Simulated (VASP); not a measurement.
# Zn (Im-3m) in VASP: a series of runs

Runs on Zn. Level: LDA. Tasks: relaxation of cell and atoms.

All numbers are computed with VASP 6.6.1; they aren't measurements. Logs are shortened: lines on timing, memory, paths and dates and some standing lists are left out, and cuts for length are marked.

### Step 1. The cell of the first run

It takes space group Im-3m (No. 229, cubic). Conventional cell: a = 3.022 Å, b = 3.022 Å, c = 3.022 Å, α = 90.00°, β = 90.00°, γ = 90.00°. Within 3.5 Å of Zn (site symmetry m-3m) lie 14 Zn at 2.62 to 3.02 Å.

This isn't the form of Zn at room conditions, which is hcp.

### Step 2. Relaxation of cell and atoms, LDA, target pressure -1.7 GPa, at which the enthalpy is minimised

Contents of INCAR:

```
SYSTEM = Zn
PREC = Accurate
ENCUT = 600
EDIFF = 1E-6
ISMEAR = -1
SIGMA = 0.1
LREAL = .FALSE.
LASPH = .TRUE.
NELM = 100
ALGO = Normal
ISIF = 3
LWAVE = .FALSE.
LCHARG = .FALSE.
IBRION = 2
NSW = 60
EDIFFG = -0.005
PSTRESS = -17.0
```

Contents of KPOINTS:

```
regular mesh
0
G
  18 18 18
  0 0 0
```

Contents of POSCAR:

```
Zn
1.0
   -1.5110690907      1.5110690907      1.5110690907
    1.5110690907     -1.5110690907      1.5110690907
    1.5110690907      1.5110690907     -1.5110690907
Zn
1
Direct
    0.0000000000      0.0000000000      0.0000000000
```

Potentials or basis: VASP PAW LDA potentials, release 64 (Zn).

Run with:

```bash
> cat potpaw_LDA.64/Zn/POTCAR > POTCAR
> mpirun -np 1 vasp_std > vasp.out
```

OUTCAR:

```text
SYSTEM = Zn
   PREC = Accurate
   ENCUT = 600
   EDIFF = 1E-6
   ISMEAR = -1
   LREAL = .FALSE.
   LASPH = .TRUE.
   NELM = 100
   ISIF = 3
   IBRION = 2
   NSW = 60
   EDIFFG = -0.005
   PSTRESS = -17.0

 ion  position               nearest neighbor table
   1  0.000  0.000  0.000-

  LATTYP: Found a body centered cubic cell.
 ALAT       =     3.0221381814

  Lattice vectors:

 A1 = (  -1.5110690907,   1.5110690907,   1.5110690907)
 A2 = (   1.5110690907,  -1.5110690907,   1.5110690907)
 A3 = (   1.5110690907,   1.5110690907,  -1.5110690907)

Analysis of symmetry for initial positions (statically):
=====================================================================
 Subroutine PRICEL returns:
 Original cell was already a primitive cell.

 Routine SETGRP: Setting up the symmetry group for a
 body centered cubic supercell.

 Subroutine GETGRP returns: Found 48 space group operations
 (whereof 48 operations were pure point group operations)
 out of a pool of 48 trial point group operations.

The static configuration has the point symmetry O_h .

Analysis of symmetry for dynamics (positions and initial velocities):
=====================================================================
 Subroutine PRICEL returns:
 Original cell was already a primitive cell.

 Routine SETGRP: Setting up the symmetry group for a
 body centered cubic supercell.

 Subroutine GETGRP returns: Found 48 space group operations
 (whereof 48 operations were pure point group operations)
 out of a pool of 48 trial point group operations.

The dynamic configuration has the point symmetry O_h .

 Subroutine INISYM returns: Found 48 space group operations
 (whereof 48 operations are pure point group operations),
 and found     1 'primitive' translations

----------------------------------------------------------------------------------------

                                     Primitive cell

  volume of cell :      13.8011

  direct lattice vectors                    reciprocal lattice vectors
    -1.511069091  1.511069091  1.511069091     0.000000000  0.330891554  0.330891554
     1.511069091 -1.511069091  1.511069091     0.330891554  0.000000000  0.330891554
     1.511069091  1.511069091 -1.511069091     0.330891554  0.330891554  0.000000000

  length of vectors
[... 92 lines left out ...]
   NUPDOWN=      -1.0000    fix difference up-down
   EMIN   =  10.00;   EMAX   =-10.00  energy-range for DOS
   EFERMI =   0.00;   METHOD = LEGACY
   ISMEAR =    -1;   SIGMA  =   0.10  broadening in eV -4-tet -1-fermi 0-gaus
   EFERMI_NEDOS =   21; number of points for ismear=-14 and -15
   IALGO  =     38    algorithm
   IMIX   =      4    mixing-type and parameters
     AMIX     =   0.40;   BMIX     =  1.00
     AMIX_MAG =   1.60;   BMIX_MAG =  1.00
  volume/ion in A,a.u.               =      13.80        93.13
  Fermi-wavevector in a.u.,A,eV,Ry     =   1.562539  2.952771 33.219016  2.441529
  Thomas-Fermi vector in A             =   2.665443
   LORBIT       =      0    0 simple, 1 ext, 2 COOP (PROOUT), +10 PAW based schemes
   GGA     = CA    functional components
   LHFCALC =     F    Hartree Fock is set to
   AEXX    =    0.0000 exact exchange contribution
   IVDW    =     0    specifies the selected vdW correction
   LEPSILON=     F    determine dielectric tensor
   LRPA    =     F    only Hartree local field effects (RPA)
 conjugate gradient relaxation of ions
 non-spin polarized calculation
  energy-cutoff  :      600.00
  volume of cell :       13.80
 maximum number of plane-waves:       473
 NGX is ok and might be reduce to    24
   NGX = 11   NGY = 11   NGZ = 11

--------------------------------------- Ionic step        1  -------------------------------------------

 number of electron      12.0000007 magnetization

 Free energy of the ion-electron system (eV)
  ---------------------------------------------------
  ext. energy  EPLUGINS =         0.00000000
  ---------------------------------------------------
  free energy    TOTEN  =        -1.77910969 eV

  energy without entropy =       -1.76892690  energy(sigma->0) =       -1.77401830

------------------------ aborting loop because EDIFF is reached ----------------------------------------

  FORCE on cell =-STRESS in cart. coord.  units (eV):
  Direction    XX          YY          ZZ          XY          YZ          ZX
  --------------------------------------------------------------------------------------
  -------------------------------------------------------------------------------------
  Total       -0.0159533     -0.0159533     -0.0159533      0.0000000      0.0000000      0.0000000
  in kB       -1.8520321     -1.8520321     -1.8520321      0.0000000      0.0000000      0.0000000
  external PRESSURE =      15.1479679 kB  Pullay stress =     -17.0000000 kB
[... 61 lines left out ...]
--------------------------------------- Ionic step        3  -------------------------------------------

 number of electron      12.0000008 magnetization

 Free energy of the ion-electron system (eV)
  ---------------------------------------------------
  ext. energy  EPLUGINS =         0.00000000
  ---------------------------------------------------
  free energy    TOTEN  =        -1.77775113 eV

  energy without entropy =       -1.76759118  energy(sigma->0) =       -1.77267116

 E-fermi :   3.6385     XC(G=0): -12.3376

 val. band max:        3.6235003335   @ k =   0.3889   0.1667   0.0000
 cond. band min:       3.6679898170   @ k =  -0.3889   0.5000   0.2778
 fundamental gap:      0.0444894835
 Fermi energy:         3.6385441383

 k-point     1 :       0.0000    0.0000    0.0000
  band No.  band energies     occupation
      1      -7.5578      2.00000
      2      -4.5357      2.00000
      3      -4.5357      2.00000
      4      -4.5357      2.00000
      5      -3.9380      2.00000
      6      -3.9380      2.00000
      7      23.9664      0.00000
      8      23.9664      0.00000
      9      23.9664      0.00000
     10      25.2846      0.00000
[... 287 lines left out ...]
 k-point    24 :       0.3889    0.1111   -0.0000
  band No.  band energies     occupation
      1      -5.2065      2.00000
      2      -4.8553      2.00000
      3      -4.0026      2.00000
      4      -3.9677      2.00000
      5      -3.7000      2.00000
      6       0.0016      2.00000
      7       4.1827      0.00863
      8      12.8724      0.00000
      9      16.0722      0.00000
     10      21.5214      0.00000

 [... further k-points ...]

------------------------ aborting loop because EDIFF is reached ----------------------------------------

  FORCE on cell =-STRESS in cart. coord.  units (eV):
  Direction    XX          YY          ZZ          XY          YZ          ZX
  --------------------------------------------------------------------------------------
  -------------------------------------------------------------------------------------
  Total       -0.1461307     -0.1461307     -0.1461307      0.0000000     -0.0000000     -0.0000000
  in kB      -16.6929301    -16.6929301    -16.6929301      0.0000000     -0.0000000     -0.0000000
  external PRESSURE =       0.3070699 kB  Pullay stress =     -17.0000000 kB
[... 20 lines left out ...]
  energy  without entropy=       -1.7675911772  energy(sigma->0) =       -1.77267116

  enthalpy is  TOTEN    =        -1.9265699601 eV   P V=       -0.1488188266

 reached required accuracy - stopping structural energy minimisation
```

CONTCAR:

```text
Zn
   1.00000000000000
    -1.5192171296547021    1.5192171296547021    1.5192171296547021
     1.5192171296547021   -1.5192171296547021    1.5192171296547021
     1.5192171296547021    1.5192171296547021   -1.5192171296547021
  Zn
     1
Direct
     0.0000000000000000    0.0000000000000000    0.0000000000000000

  0.00000000E+00  0.00000000E+00  0.00000000E+00
```

Run time: 48 s. Hardware: 1 thread of AMD EPYC 7R13 (Zen 3), shared host; peak memory 0.13 GiB.

What came out:

```yaml
Free_energy: -1.7778 eV
Relaxed_volume: 14.03 Å³/atom
Relaxed_cell: a = 2.631 Å, b = 2.631 Å, c = 2.631 Å, α = 109.47°, β = 109.47°, γ = 109.47°
Space_group_after_relaxing_to_0.1_Å: Im-3m (No. 229)
Energy_change_on_relaxing_the_run_minimises_the_enthalpy: +1.4 meV/atom
Ionic_steps: 3
Pressure_after_relaxing: -1.7 GPa
Band_gap_on_the_k_mesh: zero (bands 6 and 7 overlap by 5.16 eV)
```

The path:
| step | energy change (eV) | largest force (eV/Å) | pressure (GPa) | volume (Å³) |
| --- | --- | --- | --- | --- |
| 1 | 0.0000 | 0.0000 | -0.19 | 13.80 |
| 2 | 0.0018 | 0.0000 | -1.93 | 14.06 |
| 3 | 0.0014 | 0.0000 | -1.67 | 14.03 |

Final structure:
```cif
data_structure
_symmetry_space_group_name_H-M 'P 1'
_symmetry_Int_Tables_number 1
_cell_length_a 2.6314
_cell_length_b 2.6314
_cell_length_c 2.6314
_cell_angle_alpha 109.471
_cell_angle_beta 109.471
_cell_angle_gamma 109.471
_cell_volume 14.03
loop_
_atom_site_label
_atom_site_type_symbol
_atom_site_fract_x
_atom_site_fract_y
_atom_site_fract_z
_atom_site_occupancy
Zn1 Zn 0.00000 0.00000 0.00000 1
```

Caveat: the cell is relaxed towards a set pressure, so the run minimises the enthalpy, not the energy.

### Step 3. Relaxation of cell and atoms, LDA, target pressure -1.7 GPa, at which the enthalpy is minimised

This run uses another cell than the first one, of 13.95 Å³/atom.

Contents of INCAR:

```
SYSTEM = Zn
PREC = Accurate ; ENCUT = 600
EDIFF = 1E-7 ; ISMEAR = -1
SIGMA = 0.1 ; LREAL = .False.
LASPH = .True. ; NELM = 80
ALGO = Normal ; ISIF = 3
LWAVE = .False. ; LCHARG = .False.
IBRION = 2 ; NSW = 32
EDIFFG = -0.005 ; PSTRESS = -17.0
```

Contents of KPOINTS:

```
regular mesh
0
Gamma
  18 18 18
  0 0 0
```

Contents of POSCAR:

```
Zn
1.0
   -1.5164078567      1.5164078567      1.5164078567
    1.5164078567     -1.5164078567      1.5164078567
    1.5164078567      1.5164078567     -1.5164078567
Zn
1
Direct
    0.0000000000      0.0000000000      0.0000000000
```

Potentials or basis: VASP PAW LDA potentials, release 64 (Zn).

Run with:

```bash
> cat potpaw_LDA.64/Zn/POTCAR > POTCAR
> mpirun -np 1 vasp_std > vasp.out
```

It took 37 s on 1 thread of AMD EPYC 7R13 (Zen 3), shared host; peak memory 0.13 GiB.

It converged, with:

```yaml
Free_energy: -1.7777 eV
Relaxed_volume: 14.03 Å³/atom
Relaxed_cell: a = 2.632 Å, b = 2.632 Å, c = 2.632 Å, α = 109.47°, β = 109.47°, γ = 109.47°
Space_group_after_relaxing_to_0.1_Å: Im-3m (No. 229)
Energy_change_on_relaxing_the_run_minimises_the_enthalpy: +0.8 meV/atom
Ionic_steps: 2
Pressure_after_relaxing: -1.7 GPa
Band_gap_on_the_k_mesh: zero (bands 6 and 7 overlap by 5.16 eV)
```

The path:
```csv
step,energy change (eV),largest force (eV/Å),pressure (GPa),volume (Å³)
1,0.0000,0.0000,-1.21,13.95
2,0.0008,0.0000,-1.74,14.03
```

Final structure:
```
CELL_PARAMETERS angstrom
-1.51955 1.51955 1.51955
1.51955 -1.51955 1.51955
1.51955 1.51955 -1.51955
ATOMIC_POSITIONS crystal
Zn 0.00000 0.00000 0.00000
```

Levels at points of the mesh, in eV from the Fermi level:
| k point | band 3 | band 4 | band 5 | band 6 | band 7 | band 8 | band 9 | band 10 |
| --- | --- | --- | --- | --- | --- | --- | --- | --- |
| (0.00, 0.00, 0.00) | -8.17 | -8.17 | -7.57 | -7.57 | 20.32 | 20.32 | 20.32 | 21.64 |
| (0.50, 0.00, 0.00) | -7.61 | -7.53 | -7.18 | -3.08 | -0.92 | 11.90 | 13.27 | 16.11 |
| (0.50, 0.50, 0.50) | -7.28 | -7.28 | -7.28 | 4.25 | 4.25 | 4.25 | 8.40 | 9.00 |

Caveat: the cell is relaxed towards a set pressure, so the run minimises the enthalpy, not the energy.
